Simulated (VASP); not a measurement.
Write the native input for VASP 6.6.1 that does the following.

- Task: single point
- Functional: PBEsol
- Potentials or basis: VASP PAW PBE potentials, release 64 (Sn_d)
- Cutoff: 520 eV
- k mesh: 20 × 20 × 12
- Occupations: gaussian, width 0.15 eV
- Spin: no spin polarisation
- Dipole correction: no
- Further INCAR settings: ALGO = Fast; EDIFF = 1e-06; NBANDS = 21

The structure of Sn lies in POSCAR:

```
Sn
1.0
   -1.8723950223      1.8723950223      1.8723950223
    1.8723950223     -1.8723950223      1.8723950223
    3.7447900446      3.7447900446      0.0000000000
Sn
2
Direct
   -0.0934631837     -0.0934631837      0.0000000000
    0.5934631837      0.5934631837      0.5000000000
```

This cell differs from its parent crystal: atoms displaced along a vibrational mode.

The input as run:

INCAR

```
  PREC = Accurate
  ENCUT = 520
  EDIFF = 1E-6
  ISMEAR = 0
  SIGMA = 0.15
  LREAL = False
  LASPH = True
  NELM = 100
  ALGO = Fast
  ISIF = 2
  LWAVE = False
  LCHARG = False
  GGA = PS
  NBANDS = 21
```

KPOINTS

```
regular mesh
0
Gamma
  20 20 12
```

Potentials or basis: VASP PAW PBE potentials, release 64 (Sn_d).

Run with:

```bash
$ cat potpaw_PBE.64/Sn_d/POTCAR > POTCAR
$ mpirun -np 1 vasp_std > vasp.out
```

Results of the run:

* Pressure: 1.6 GPa
* Largest force: 0.371 eV/Å
* Band gap on the k mesh: zero (bands 14 and 15 overlap by 6.56 eV)

Caveat: the cell differs from its parent crystal (atoms displaced along a vibrational mode); the PAW data sets were made with another functional, which shifts forces and pressure a little; spin-orbit coupling is left out, which moves the levels of the heavy elements.

Wall time 7.5 min on 1 thread of Intel(R) Xeon(R) Platinum 8259CL CPU @ 2.50GHz (Skylake/Cascade Lake), on a shared host, peak memory 0.69 GiB.
